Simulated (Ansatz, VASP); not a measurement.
## One calculation of ScF, two programs

```
Sc F
1.0
     3.35444    0.00000    0.00000
    -1.67722    2.90503    0.00000
     0.00000    0.00000    4.04879
Sc F
1 1
Direct
  0.00000 0.00000 0.00000
  0.00000 0.00000 0.50000
```

Alike in both runs: functional PBE; k mesh 6 × 6 × 6; occupations gaussian, width 0.2 eV; no spin polarisation.

Ansatz relaxed the structure, and its values are those at the end. VASP's run is a single point on that final structure, the one shown.

|  | VASP | Ansatz |
| --- | --- | --- |
| version | VASP 6.6.1 | Ansatz 0.2.0 |
| potentials or method | VASP PAW PBE potentials, release 64 (Sc_sv, F), cutoff 600 eV | scalar-relativistic, plane waves, PAW |
| valence electrons in the cell | 18 | 18 |

VASP gave:

| Item | Value |
| --- | --- |
| gap on the k mesh at the Fermi level (eV) | none |
| pressure (GPa) | 0.3 |

Task: What did Ansatz give for the same quantities?

Result: gap on the k mesh at the Fermi level (eV): none; pressure (GPa): 0.1.

A gap of «none» marks a metal or a gap that the smearing closes.

The k mesh is coarse, so the values compare programs but aren't converged.
